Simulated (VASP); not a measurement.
Set up this calculation in VASP 6.6.1, as the native input.

* Task: single point
* Functional: PBE
* Dispersion: D3(BJ)
* Potentials or basis: VASP PAW PBE potentials, release 64 (Si, C)
* Cutoff: 520 eV
* k mesh: 12 × 12 × 6
* Occupations: gaussian, width 0.02 eV
* Spin: no spin polarisation
* Dipole correction: no
* Further INCAR settings: ALGO = Normal; EDIFF = 1e-07; NBANDS = 16

The structure of SiC lies in POSCAR:

```
SiC
1.0
    3.0701407922      0.0000000000      0.0000000000
   -1.5350703961      2.6588199193      0.0000000000
    0.0000000000      0.0000000000      5.0381492169
Si C
2 2
Direct
    0.6666666667      0.3333333333     -0.0003978817
    0.3333333333      0.6666666667      0.4996021183
    0.6666666667      0.3333333333      0.3753978817
    0.3333333333      0.6666666667      0.8753978817
```

One way to write it, as run:

INCAR

```
ALGO = Normal ; EDIFF = 1E-7
ENCUT = 520 ; GGA = PE
ISIF = 2 ; ISMEAR = 0
IVDW = 12 ; LASPH = True
LCHARG = True ; LELF = True
LREAL = False ; LVHAR = True
LWAVE = False ; NBANDS = 16
NELM = 60 ; PREC = Accurate
SIGMA = 0.02
```

KPOINTS

```
k-points
0
Gamma
  12 12 6
```

Potentials or basis: VASP PAW PBE potentials, release 64 (Si, C).

Command:

```bash
$ cat potpaw_PBE.64/Si/POTCAR potpaw_PBE.64/C/POTCAR > POTCAR
$ mpirun -np 1 vasp_std > vasp.out
```

It gave:

```
Pressure                   : -0.1 GPa
Band gap on the k mesh     : 2.26 eV (least direct gap 3.98 eV)
Dispersion energy per atom : -0.303 eV
```

It took 73 s on 1 thread of Intel Xeon 8259CL, on a shared host, peak memory 0.19 GiB.
